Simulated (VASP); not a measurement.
A run of VASP 6.6.1:

Contents of POSCAR:

```
Ge
1.0
    2.9542218340      0.0000000000      0.0000000000
   -1.4771109170      2.5584311566      0.0000000000
    0.0000000000      0.0000000000      4.8458459493
Ge
2
Direct
    0.3333333333      0.6666666667      0.2500000000
    0.6666666667      0.3333333333      0.7500000000
```

Contents of INCAR.step1:

```
ALGO = Normal
EDIFF = 1E-6
ENCUT = 520
GGA = PS
ISIF = 2
ISMEAR = -1
LASPH = T
LCHARG = T
LREAL = F
LWAVE = F
NBANDS = 21
NELM = 60
PREC = Accurate
SIGMA = 0.08
```

Contents of KPOINTS.step1:

```
k-points
0
Gamma
  16 16 9
```

File INCAR.step2:

```
ALGO = Normal
EDIFF = 1E-6
ENCUT = 520
GGA = PS
ICHARG = 11
ISIF = 2
ISMEAR = -5
LASPH = T
LCHARG = F
LORBIT = 10
LREAL = F
LWAVE = F
NEDOS = 2001
NELM = 60
PREC = Accurate
SIGMA = 0.08
```

The input KPOINTS.step2:

```
k-points
0
Gamma
  24 24 14
```

Potentials or basis: VASP PAW PBE potentials, release 64 (Ge_d).

Command:

```sh
$ cat potpaw_PBE.64/Ge_d/POTCAR > POTCAR
$ cp INCAR.step1 INCAR
$ cp KPOINTS.step1 KPOINTS
$ mpirun -np 1 vasp_std > vasp.out
$ cp INCAR.step2 INCAR
$ cp KPOINTS.step2 KPOINTS
$ mpirun -np 1 vasp_std > vasp.out
```

Hardware: 1 thread of AMD EPYC 7R43 64-Core Processor (Zen 3) (shared host).

**Question.** How long does it take, and how much memory?

**Answer.** Wall time 5.5 min on 1 thread of AMD EPYC 7R43 64-Core Processor (Zen 3), with other jobs on the host, peak memory 0.33 GiB. Counts: k points 488.
